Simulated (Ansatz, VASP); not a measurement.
KCl in VASP and in Ansatz

```xyz
2
Lattice="3.6362 0.0000 0.0000 0.0000 3.6362 0.0000 0.0000 0.0000 3.6362" Properties=species:S:1:pos:R:3 pbc="T T T"
K     0.0000    0.0000    0.0000
Cl    1.8181    1.8181    1.8181
```

Alike in both runs: functional LDA; k mesh 6 × 6 × 6; occupations gaussian, width 0.02 eV; no spin polarisation.

Ansatz relaxed the structure, and its values are those at the end. VASP's run is a single point on that final structure, the one shown.

|  | VASP | Ansatz |
| --- | --- | --- |
| version | VASP 6.6.1 | Ansatz 0.2.0 |
| potentials or method | VASP PAW LDA potentials, release 64 (K_sv, Cl), cutoff 500 eV | scalar-relativistic, all-electron LAPW |

Ansatz gave:

| Item | Value |
| --- | --- |
| gap on the k mesh at the Fermi level (eV) | 5.12 |
| least direct gap on the mesh (eV) | 5.36 |
| pressure (GPa) | 0.0 |

Task: Which values does VASP return?

Result: gap on the k mesh at the Fermi level (eV): 5.13; least direct gap on the mesh (eV): 5.37; pressure (GPa): 0.1.

LDA's correlation is that of Perdew and Zunger in VASP and of Perdew and Wang (1992) in Ansatz. Ansatz ran all-electron here, and VASP with PAW potentials.
